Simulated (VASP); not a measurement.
A run of VASP 6.6.1 is set up as follows.

INCAR

```
PREC     = Accurate       # precision mode
ENCUT    = 520            # plane-wave cutoff, eV
EDIFF    = 1E-6           # SCF threshold, eV
ISMEAR   = 0              # smearing method
SIGMA    = 0.1            # smearing width, eV
LREAL    = False          # projectors in reciprocal space
LASPH    = True           # aspherical terms in the spheres
NELM     = 60             # most SCF steps
ALGO     = Normal         # electronic algorithm
ISIF     = 2              # what is computed and relaxed
LWAVE    = False          # write WAVECAR
LCHARG   = False          # write CHGCAR
GGA      = PE             # functional
NBANDS   = 16             # bands
```

The input KPOINTS:

```
regular mesh
0
Gamma
  6 6 6
```

File POSCAR:

```
Al4As
1.0
   -1.8974624896      1.8974624896      6.5592825911
    1.8974624896     -1.8974624896      6.5592825911
    1.8974624896      1.8974624896     -6.5592825911
Al As
4 1
Direct
    0.7500000000      0.2500000000      0.5000000000
    0.2500000000      0.7500000000      0.5000000000
    0.4014193110      0.4014193110      0.0000000000
    0.5985806890      0.5985806890      0.0000000000
    0.0000000000      0.0000000000      0.0000000000
```

Potentials or basis: VASP PAW PBE potentials, release 64 (Al, As).

The run is started by

```console
$ cat potpaw_PBE.64/Al/POTCAR potpaw_PBE.64/As/POTCAR > POTCAR
$ mpirun -np 1 vasp_std > vasp.out
```

(1) Predict the largest force.

(2) Predict the pressure.

Results:

(1) 0.012 eV/Å.

(2) -0.1 GPa.

Caveat: the k points lie up to 0.39 Å⁻¹ apart.
